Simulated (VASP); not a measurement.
# Ta2SiOF2: single point with PBE

Crystal: Ta2SiOF2.

```xyz
6
Lattice="4.7373 0.0000 0.0000 0.0000 4.7373 0.0000 0.0000 0.0000 4.1401" Properties=species:S:1:pos:R:3 pbc="T T T"
Ta    2.3686    0.0000    0.0000
Ta    0.0000    2.3686    0.0000
Si    2.3686    2.3686    0.0000
O     0.0000    0.0000    0.0000
F     2.3686    0.0000    2.0700
F     0.0000    2.3686    2.0700
```

The cell was generated, and may not be a known phase.

```json
{
  "Program": "VASP 6.6.1",
  "Task": "single point",
  "Functional": "PBE",
  "Potentials or basis": "VASP PAW PBE potentials, release 64 (Ta_pv, Si, O, F)",
  "Cutoff": "520 eV",
  "k mesh": "8 × 8 × 10",
  "Occupations": "gaussian, width 0.1 eV",
  "Spin": "no spin polarisation",
  "Dipole correction": "no",
  "Further INCAR settings": "ALGO = Normal; EDIFF = 1e-06; NBANDS = 32"
}
```

- Pressure: 0.1 GPa
- Band gap on the k mesh: zero (bands 23 and 24 overlap by 1.83 eV)

Stress tensor (GPa, compression positive):
```
-0.05  0.00  0.00
 0.00 -0.05  0.00
 0.00  0.00  0.27
```

Levels at points of the mesh, in eV from the Fermi level:
| k point | band 19 | band 20 | band 21 | band 22 | band 23 | band 24 | band 25 | band 26 | band 27 | band 28 |
| --- | --- | --- | --- | --- | --- | --- | --- | --- | --- | --- |
| (0.00, 0.00, 0.00) | -3.97 | -3.11 | -1.28 | -1.28 | 0.04 | 0.19 | 0.19 | 0.50 | 0.50 | 0.71 |
| (0.50, 0.00, 0.00) | -4.54 | -4.38 | -2.52 | -1.99 | -0.74 | -0.20 | -0.19 | 0.67 | 1.20 | 1.99 |
| (0.50, 0.50, 0.00) | -4.76 | -4.60 | -4.60 | -3.02 | 0.62 | 0.74 | 0.87 | 1.60 | 1.60 | 2.76 |
| (0.00, 0.00, 0.50) | -4.43 | -3.01 | -1.35 | 0.06 | 0.06 | 0.07 | 0.10 | 0.10 | 1.03 | 1.58 |
| (0.50, 0.00, 0.50) | -4.46 | -4.22 | -2.61 | -1.65 | -0.14 | 0.49 | 0.96 | 1.37 | 1.57 | 3.09 |
| (0.50, 0.50, 0.50) | -4.50 | -4.50 | -4.15 | -1.80 | 1.53 | 1.69 | 1.69 | 1.82 | 1.90 | 4.12 |

It took 2.2 min on 1 thread of AMD EPYC 9R45 96-Core Processor (Zen 5), with other jobs on the host, peak memory 0.34 GiB.

Caveat: spin-orbit coupling is left out, which moves the levels of the heavy elements.
